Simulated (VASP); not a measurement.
# La2F3 (I4/mmm) in VASP: single point with PBE

Aim: the single point of La2F3 with PBE.

Everything below comes from runs of VASP 6.6.1. Logs are shortened: lines on timing, memory, paths and dates and some standing lists are left out, and cuts for length are marked.

### 1 The cell of the first run

Symmetry: I4/mmm, No. 139, tetragonal system. The conventional cell has a = 3.571 Å, b = 3.571 Å, c = 15.179 Å, α = 90.00°, β = 90.00°, γ = 90.00°. La (site symmetry 4mm) has 9 F at 2.83 to 3.04 Å and 5 La at 3.37 to 3.57 Å within 3.7 Å. F (site symmetry 4/mmm) has 6 F at 2.95 to 3.57 Å and 8 La at 3.04 Å within 3.9 Å. Within 3.7 Å of F (site symmetry 4mm) lie 5 La at 2.83 to 2.95 Å and 9 F at 2.95 to 3.57 Å.

The cell was built from a structure type or drawn by symmetry, and may not be a known phase.

### 2 Single point, PBE

File INCAR:

```
SYSTEM = La2F3
PREC = Accurate
ENCUT = 520
EDIFF = 1E-6
ISMEAR = 0
SIGMA = 0.1
LREAL = .False.
LASPH = .True.
NELM = 80
ALGO = Normal
ISIF = 2
LWAVE = .False.
LCHARG = .False.
GGA = PE
NBANDS = 30
```

File KPOINTS:

```
regular mesh
0
Gamma
  6 6 6
  0 0 0
```

File POSCAR:

```
La2F3
1.0
   -1.7855205500      1.7855205500      7.5897084800
    1.7855205500     -1.7855205500      7.5897084800
    1.7855205500      1.7855205500     -7.5897084800
La F
2 3
Direct
    0.8890520300      0.8890520300      0.0000000000
    0.1109479700      0.1109479700      0.0000000000
    0.5000000000      0.5000000000      0.0000000000
    0.3055556100      0.3055556100      0.0000000000
    0.6944443900      0.6944443900      0.0000000000
```

Potentials or basis: VASP PAW PBE potentials, release 64 (La, F).

Launch:

```bash
> cat potpaw_PBE.64/La/POTCAR potpaw_PBE.64/F/POTCAR > POTCAR
> mpirun -np 1 vasp_std > vasp.out
```

OUTCAR:

```text
SYSTEM = La2F3
   PREC = Accurate
   ENCUT = 520
   EDIFF = 1E-6
   ISMEAR = 0
   LREAL = .False.
   LASPH = .True.
   NELM = 80
   ISIF = 2
   GGA = PE

 ion  position               nearest neighbor table
   1  0.889  0.889  0.000-   2 3.37
   2  0.111  0.111  0.000-   1 3.37
   3  0.500  0.500  0.000-
   4  0.306  0.306  0.000-
   5  0.694  0.694  0.000-

  LATTYP: Found a body centered tetragonal cell.
 ALAT       =     3.5710411000
 C/A-ratio  =     4.2506979155

  Lattice vectors:

 A1 = (  -1.7855205500,   1.7855205500,   7.5897084800)
 A2 = (   1.7855205500,  -1.7855205500,   7.5897084800)
 A3 = (   1.7855205500,   1.7855205500,  -7.5897084800)

Analysis of symmetry for initial positions (statically):
=====================================================================
 Subroutine PRICEL returns:
 Original cell was already a primitive cell.

 Routine SETGRP: Setting up the symmetry group for a
 body centered tetragonal supercell.

 Subroutine GETGRP returns: Found 16 space group operations
 (whereof 16 operations were pure point group operations)
 out of a pool of 16 trial point group operations.

The static configuration has the point symmetry D_4h.

Analysis of symmetry for dynamics (positions and initial velocities):
=====================================================================
 Subroutine PRICEL returns:
 Original cell was already a primitive cell.

 Routine SETGRP: Setting up the symmetry group for a
 body centered tetragonal supercell.

 Subroutine GETGRP returns: Found 16 space group operations
 (whereof 16 operations were pure point group operations)
 out of a pool of 16 trial point group operations.

The dynamic configuration has the point symmetry D_4h.

 Subroutine INISYM returns: Found 16 space group operations
 (whereof 16 operations are pure point group operations),
 and found     1 'primitive' translations

----------------------------------------------------------------------------------------

                                     Primitive cell

  volume of cell :      96.7865

  direct lattice vectors                    reciprocal lattice vectors
    -1.785520550  1.785520550  7.589708480     0.000000000  0.280030381  0.065878683
     1.785520550 -1.785520550  7.589708480     0.280030381  0.000000000  0.065878683
     1.785520550  1.785520550 -7.589708480     0.280030381  0.280030381  0.000000000

  length of vectors
     7.998740031  7.998740031  7.998740031     0.287675190  0.287675190  0.396022763

  position of ions in fractional coordinates (direct lattice)
     0.889052030  0.889052030  0.000000000
     0.110947970  0.110947970  0.000000000
     0.500000000  0.500000000  0.000000000
     0.305555610  0.305555610  0.000000000
     0.694444390  0.694444390  0.000000000

  ion indices of the primitive-cell ions
   primitive index   ion index
                 1           1
                 2           2
                 3           3
                 4           4
                 5           5

----------------------------------------------------------------------------------------

 KPOINTS: regular mesh

Automatic generation of k-mesh.
 Grid dimensions read from file:
 generate k-points for:    6    6    6

 Generating k-lattice:

  Cartesian coordinates                     Fractional coordinates (reciprocal lattice)
     0.000000000  0.046671730  0.010979781     0.166666667 -0.000000000  0.000000000
     0.046671730  0.000000000  0.010979781    -0.000000000  0.166666667  0.000000000
     0.046671730  0.046671730  0.000000000     0.000000000  0.000000000  0.166666667

  Length of vectors
     0.047945865  0.047945865  0.066003794

  Shift w.r.t. Gamma in fractional coordinates (k-lattice)
     0.000000000  0.000000000  0.000000000

 Subroutine IBZKPT returns following result:
 ===========================================

 Found     30 irreducible k-points:

 Following reciprocal coordinates:
            Coordinates               Weight
  0.000000  0.000000  0.000000      1.000000
  0.166667  0.000000  0.000000      8.000000
  0.333333 -0.000000  0.000000      8.000000
  0.500000 -0.000000  0.000000      4.000000
  0.166667  0.166667  0.000000      8.000000
  0.333333  0.166667  0.000000     16.000000
[... 16 lines left out ...]
 -0.333333 -0.333333  0.166667      8.000000
 -0.166667 -0.333333  0.166667      8.000000
 [... further k-points ...]
   k-points           NKPTS =     30   k-points in BZ     NKDIM =     30   number of bands    NBANDS=     30
   number of dos      NEDOS =    301   number of ions     NIONS =      5
   total plane-waves  NPLWV = 216000
   dimension x,y,z NGX =    60 NGY =   60 NGZ =   60
   dimension x,y,z NGXF=   120 NGYF=  120 NGZF=  120
   ions per type =               2   3
   NGX,Y,Z   is equivalent  to a cutoff of  12.47, 12.47, 12.47 a.u.
   NGXF,Y,Z  is equivalent  to a cutoff of  24.94, 24.94, 24.94 a.u.
 SYSTEM =  La2F3
   PREC   = accura    normal or accurate (medium, high low for compatibility)
   ISTART =      0    job   : 0-new  1-cont  2-samecut
   ICHARG =      2    charge: 1-file 2-atom 10-const
   ISPIN  =      1    spin polarized calculation?
   LNONCOLLINEAR =      F non collinear calculations
   LSORBIT =      F    spin-orbit coupling
   LASPH  =      T    aspherical Exc in radial PAW
   ENCUT  =  520.0 eV  38.22 Ry    6.18 a.u.  14.87 14.87 14.87*2*pi/ulx,y,z
   NELM   =     80;   NELMIN=  2; NELMDL= -5     # of ELM steps
   EDIFF  = 0.1E-05   stopping-criterion for ELM
   LREAL  =      F    real-space projection
   EDIFFG = 0.1E-04   stopping-criterion for IOM
   NSW    =      0    number of steps for IOM
   IBRION =     -1    ionic relax: 0-MD 1-quasi-New 2-CG
   NFREE  =      0    steps in history (QN), initial steepest desc. (CG)
   ISIF   =      2    stress and relaxation
   ISYM   =      2    0-nonsym 1-usesym 2-fastsym
   POTIM  = 0.5000    time-step for ionic-motion
   TEBEG  =    0.0;   TEEND  =   0.0 temperature during run
   PSTRESS=    0.0 pullay stress
   NELECT =      43.0000    total number of electrons
   NUPDOWN=      -1.0000    fix difference up-down
   EMIN   =  10.00;   EMAX   =-10.00  energy-range for DOS
   EFERMI =   0.00;   METHOD = LEGACY
   ISMEAR =     0;   SIGMA  =   0.10  broadening in eV -4-tet -1-fermi 0-gaus
   EFERMI_NEDOS =   21; number of points for ismear=-14 and -15
   IALGO  =     38    algorithm
   IMIX   =      4    mixing-type and parameters
     AMIX     =   0.40;   BMIX     =  1.00
     AMIX_MAG =   1.60;   BMIX_MAG =  1.00
  volume/ion in A,a.u.               =      19.36       130.63
  Fermi-wavevector in a.u.,A,eV,Ry     =   1.249183  2.360614 21.231321  1.560458
  Thomas-Fermi vector in A             =   2.383235
   LORBIT       =      0    0 simple, 1 ext, 2 COOP (PROOUT), +10 PAW based schemes
   GGA     = PE    functional components
   LHFCALC =     F    Hartree Fock is set to
   AEXX    =    0.0000 exact exchange contribution
   IVDW    =     0    specifies the selected vdW correction
   LEPSILON=     F    determine dielectric tensor
   LRPA    =     F    only Hartree local field effects (RPA)
 non-spin polarized calculation
 Gauss-broadening in eV      SIGMA  =   0.10
  energy-cutoff  :      520.00
  volume of cell :       96.79
 maximum number of plane-waves:      2628
   NGX = 29   NGY = 29   NGZ = 29

 number of electron      43.0000001 magnetization

 Free energy of the ion-electron system (eV)
  ---------------------------------------------------
  ext. energy  EPLUGINS =         0.00000000
  ---------------------------------------------------
  free energy    TOTEN  =       -28.13449410 eV

  energy without entropy =      -28.10400202  energy(sigma->0) =      -28.11924806

 E-fermi :   7.8838     XC(G=0):  -9.7439

 val. band max:        7.8477917438   @ k =   0.1667   0.1667   0.0000
 cond. band min:       7.8934008917   @ k =  -0.3333   0.1667  -0.0000
 fundamental gap:      0.0456091479
 Fermi energy:         7.8837781722

 k-point     1 :       0.0000    0.0000    0.0000
  band No.  band energies     occupation
      1     -26.0341      2.00000
      2     -25.9146      2.00000
      3     -17.3561      2.00000
      4     -17.0576      2.00000
      5     -16.8021      2.00000
      6      -9.9880      2.00000
[... 22 lines left out ...]
     29       8.9472      0.00000
     30       8.9997      0.00000

 k-point     2 :       0.1667    0.0000    0.0000
  band No.  band energies     occupation
      1     -26.0018      2.00000
      2     -25.8862      2.00000
      3     -17.3553      2.00000
      4     -17.0459      2.00000
      5     -16.8274      2.00000
      6     -10.0106      2.00000
[... 22 lines left out ...]
     29       8.9488      0.00000
     30       9.0395      0.00000

 k-point     3 :       0.3333   -0.0000    0.0000
  band No.  band energies     occupation
      1     -25.9359      2.00000
      2     -25.8284      2.00000
      3     -17.3632      2.00000
      4     -17.0075      2.00000
      5     -16.8883      2.00000
      6     -10.0586      2.00000
[... 22 lines left out ...]
     29       8.9593      0.00000
     30       9.0020      0.00000

 k-point     4 :       0.5000   -0.0000    0.0000
  band No.  band energies     occupation
      1     -25.9023      2.00000
      2     -25.7991      2.00000
      3     -17.3714      2.00000
      4     -16.9652      2.00000
      5     -16.9409      2.00000
      6     -10.0897      2.00000
[... 616 lines left out ...]
     29       8.9557      0.00000
     30       9.0334      0.00000

 k-point    23 :      -0.3333   -0.3333    0.1667
  band No.  band energies     occupation
      1     -25.9666      2.00000
      2     -25.8627      2.00000
      3     -17.3539      2.00000
      4     -17.0297      2.00000
      5     -16.8393      2.00000
      6     -10.0460      2.00000
[... 22 lines left out ...]
     29       8.9453      0.00000
     30       8.9511      0.00000

 k-point    24 :      -0.1667   -0.3333    0.1667
  band No.  band energies     occupation
      1     -25.9986      2.00000
      2     -25.8896      2.00000
      3     -17.3562      2.00000
      4     -17.0441      2.00000
      5     -16.8263      2.00000
      6     -10.0353      2.00000
[... 22 lines left out ...]
     29       8.9358      0.00000
     30       8.9813      0.00000

 [... further k-points ...]

------------------------ aborting loop because EDIFF is reached ----------------------------------------

  FORCE on cell =-STRESS in cart. coord.  units (eV):
  Direction    XX          YY          ZZ          XY          YZ          ZX
  --------------------------------------------------------------------------------------
  -------------------------------------------------------------------------------------
  Total       -5.4971757     -5.4971757     -4.6358501      0.0000000     -0.0000000      0.0000000
  in kB      -90.9987469    -90.9987469    -76.7405978      0.0000000     -0.0000000      0.0000000
  external PRESSURE =     -86.2460306 kB  Pullay stress =       0.0000000 kB

 VOLUME and BASIS-vectors are now :
 -----------------------------------------------------------------------------
  energy-cutoff  :      520.00
  volume of cell :       96.79
      direct lattice vectors                 reciprocal lattice vectors
    -1.785520550  1.785520550  7.589708480     0.000000000  0.280030381  0.065878683
     1.785520550 -1.785520550  7.589708480     0.280030381  0.000000000  0.065878683
     1.785520550  1.785520550 -7.589708480     0.280030381  0.280030381  0.000000000

 POSITION                                       TOTAL-FORCE (eV/Angst)
 -----------------------------------------------------------------------------------
      0.00000      0.00000     13.49529        -0.000000     -0.000000     -1.245836
      0.00000      0.00000      1.68413         0.000000      0.000000      1.245836
      0.00000      0.00000      7.58971         0.000000      0.000000     -0.000000
      0.00000      0.00000      4.63816        -0.000000     -0.000000      0.674694
      0.00000      0.00000     10.54126        -0.000000     -0.000000     -0.674694
 -----------------------------------------------------------------------------------
    total drift:                                0.000000     -0.000000      0.000000

  FREE ENERGIE OF THE ION-ELECTRON SYSTEM (eV)
  ---------------------------------------------------
  free  energy   TOTEN  =       -28.1344941031 eV

  energy  without entropy=      -28.1040020200  energy(sigma->0) =      -28.11924806
```

Run time: 8.9 min. Hardware: 1 thread of Intel Xeon 8259CL, shared host; peak memory 0.53 GiB.

What came out:

```
Free energy            : -28.1345 eV
Pressure               : -8.6 GPa
Largest force          : 1.246 eV/Å
Band gap on the k mesh : zero (an odd number of electrons rules out a gap without spin polarisation)
```

Forces in eV/Å, atoms in the order of the input:
```
La   0.000  0.000 -1.246
La   0.000  0.000  1.246
F    0.000  0.000  0.000
F    0.000  0.000  0.675
F    0.000  0.000 -0.675
```

Stress tensor (GPa, compression positive):
```
-9.10  0.00  0.00
 0.00 -9.10  0.00
 0.00  0.00 -7.67
```

Levels at points of the mesh, in eV from the Fermi level:
| k point | band 20 | band 21 | band 22 | band 23 | band 24 | band 25 |
| --- | --- | --- | --- | --- | --- | --- |
| (0.00, 0.00, 0.00) | -5.80 | -1.54 | -1.14 | -0.48 | -0.13 | 0.76 |
| (0.50, 0.00, 0.00) | -6.00 | -0.56 | -0.37 | 0.02 | 0.84 | 0.89 |
| (0.50, 0.50, 0.00) | -6.05 | 0.32 | 0.67 | 0.79 | 0.80 | 1.01 |
| (0.50, 0.50, 0.50) | -5.94 | -1.63 | -1.02 | -0.60 | 0.36 | 0.70 |

Caveat: the cell stands under tension; spin-orbit coupling is left out, which moves the levels of the heavy elements; an odd number of electrons without spin polarisation forces a metal; a magnetic or distorted state may lie lower.
